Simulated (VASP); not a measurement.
A run of VASP 6.6.1 is set up as follows.

The input INCAR:

```
PREC = Accurate
ENCUT = 520
EDIFF = 1E-6
ISMEAR = 0
SIGMA = 0.2
LREAL = False
LASPH = True
NELM = 60
ALGO = Normal
ISIF = 2
LWAVE = False
LCHARG = False
GGA = PE
NBANDS = 23
```

KPOINTS

```
regular mesh
0
Gamma
  6 4 4
```

File POSCAR:

```
Al4B3Sb
1.0
    3.9242050084      0.0096176516     -0.0017104959
   -1.1655940037      5.5831982147      0.0094271263
   -1.7450280362     -2.5163888250      5.4357563975
Al B Sb
4 3 1
Direct
    0.7463916597      0.8502018304      0.8387016645
    0.0262131669      0.7316025610      0.4929808616
    0.6112378661      0.3466197970      0.7804270462
    0.3286896316      0.5301976939      0.1269381922
    0.8892212575      0.7207424970      0.1261812630
    0.0508936006      0.1488905091      0.7647773894
    0.4491608816      0.5130420543      0.4941129068
    0.8904738561      0.1570240173      0.3577096163
```

Potentials or basis: VASP PAW PBE potentials, release 64 (Al, B, Sb).

Run with:

```console
$ cat potpaw_PBE.64/Al/POTCAR potpaw_PBE.64/B/POTCAR potpaw_PBE.64/Sb/POTCAR > POTCAR
$ mpirun -np 1 vasp_std > vasp.out
```

(1) What does it give for the pressure?

(2) Estimate the band gap on the k mesh.

(3) Estimate the largest force.

Results:

(1) 0.0 GPa.

(2) zero (bands 13 and 14 overlap by 0.27 eV).

(3) 0.063 eV/Å.

Caveat: semilocal functionals underestimate gaps, so a narrow gap can read as zero; spin-orbit coupling is left out, which moves the levels of the heavy elements.
